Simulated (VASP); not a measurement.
Wanted: the native input for a VASP 6.6.1 run.

```
Task                   : relaxation of cell and atoms
Functional             : PBE
Potentials or basis    : VASP PAW PBE potentials, release 64 (Re)
Cutoff                 : 600 eV
k mesh                 : 12 × 12 × 12
Occupations            : fermi-dirac, width 0.1 eV
Spin                   : no spin polarisation
Dipole correction      : no
Further INCAR settings : ALGO = Normal; EDIFF = 1e-06; IBRION = 2; EDIFFG = -0.01; NSW = 80; ISIF = 3
```

The structure of Re lies in POSCAR:

```
Re
1.0
    2.5141111682      0.0000000000      0.0000000000
    0.0000000000      2.5141111682      0.0000000000
    0.0000000000      0.0000000000      2.5141111682
Re
1
Direct
    0.0000000000      0.0000000000      0.0000000000
```

These files were run (other wordings do the same):

INCAR

```
  ALGO = Normal
  EDIFF = 1E-6
  EDIFFG = -0.01
  ENCUT = 600
  GGA = PE
  IBRION = 2
  ISIF = 3
  ISMEAR = -1
  LASPH = T
  LCHARG = F
  LREAL = F
  LWAVE = F
  NELM = 80
  NSW = 80
  PREC = Accurate
  SIGMA = 0.1
```

KPOINTS

```
k-points
0
Gamma
  12 12 12
```

Potentials or basis: VASP PAW PBE potentials, release 64 (Re).

Launch:

```bash
$ cat potpaw_PBE.64/Re/POTCAR > POTCAR
$ mpirun -np 1 vasp_std > vasp.out
```

Results of the run:

* Relaxed volume: 17.12 Å³/atom
* Relaxed cell: a = 2.577 Å, b = 2.577 Å, c = 2.577 Å, α = 90.00°, β = 90.00°, γ = 90.00°
* Space group after relaxing (to 0.05 Å): Pm-3m (No. 221)
* Energy gained by relaxing: 82.1 meV/atom
* Ionic steps: 16
* Pressure after relaxing: 0.0 GPa

It took 48 s on 1 thread of Intel(R) Xeon(R) Platinum 8259CL CPU @ 2.50GHz (Skylake/Cascade Lake), with other jobs on the host, peak memory 0.14 GiB.
